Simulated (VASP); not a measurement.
Zn, 1 atom in the cell. It takes space group Im-3m (No. 229, cubic). The conventional cell has a = 3.159 Å, b = 3.159 Å, c = 3.159 Å, α = 90.00°, β = 90.00°, γ = 90.00°. Within 3.6 Å of Zn (site symmetry m-3m) lie 14 Zn at 2.74 to 3.16 Å. 

- Program: VASP 6.6.1
- Task: single point
- Functional: r2SCAN
- Potentials or basis: VASP PAW PBE potentials, release 64 (Zn)
- Cutoff: 520 eV
- k mesh: 12 × 12 × 12
- Occupations: fermi-dirac, width 0.05 eV
- Spin: no spin polarisation
- Dipole correction: no
- Further INCAR settings: ALGO = Normal; EDIFF = 1e-06; NBANDS = 12

Potentials or basis: VASP PAW PBE potentials, release 64 (Zn).

Launch:

```console
$ cat potpaw_PBE.64/Zn/POTCAR > POTCAR
$ cp INCAR.step1 INCAR
$ mpirun -np 1 vasp_std > vasp.out
$ cp INCAR.step2 INCAR
$ mpirun -np 1 vasp_std > vasp.out
```

Hardware: 1 thread of AMD EPYC 7R43 64-Core Processor (Zen 3), on a shared host.

Q: Estimate the wall time of this run.

A: Run time: 47 s on 1 thread of AMD EPYC 7R43 64-Core Processor (Zen 3) (shared host), peak memory 0.1 GiB. Counts: k points 72.
